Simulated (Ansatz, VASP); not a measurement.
**Rb2Tl4SnHg: VASP beside Ansatz**

```
CELL_PARAMETERS angstrom
-3.75308 3.75308 5.33869
3.75308 -3.75308 5.33869
3.75308 3.75308 -5.33869
ATOMIC_POSITIONS crystal
Hg 0.00000 0.00000 0.00000
Tl 0.42339 0.42339 0.33276
Tl 0.57661 0.90937 0.00000
Tl 0.09063 0.09063 0.66724
Tl 0.90937 0.57661 0.00000
Sn 0.50000 0.50000 0.00000
Rb 0.00000 0.50000 0.50000
Rb 0.50000 0.00000 0.50000
```

Alike in both runs: functional PBE; k mesh 3 × 3 × 3; no spin polarisation.

Ansatz relaxed the structure, and its values are those at the end. VASP's run is a single point on that final structure, the one shown.

|  | VASP | Ansatz |
| --- | --- | --- |
| version | VASP 6.6.1 | Ansatz 0.2.0 |
| potentials or method | VASP PAW PBE potentials, release 64 (Hg, Tl_d, Sn_d, Rb_sv), cutoff 520 eV | PAW plane waves |
| occupations | fermi-dirac, width 0.1 eV | fermi-dirac |
| valence electrons in the cell | 96 | 104 |

|  | VASP | Ansatz | Ansatz less VASP |
| --- | --- | --- | --- |
| gap on the k mesh at the Fermi level (eV) | none | none | - |
| pressure (GPa) | 0.0 | 0.0 | +0.02 |

A gap of «none» marks a metal or a gap that the smearing closes. VASP's potentials hold 96 valence electrons a cell and Ansatz's 104, so a difference there can come from the potentials and not from the codes.

The k mesh is coarse, so the values compare programs but aren't converged. Spin-orbit coupling is off throughout.
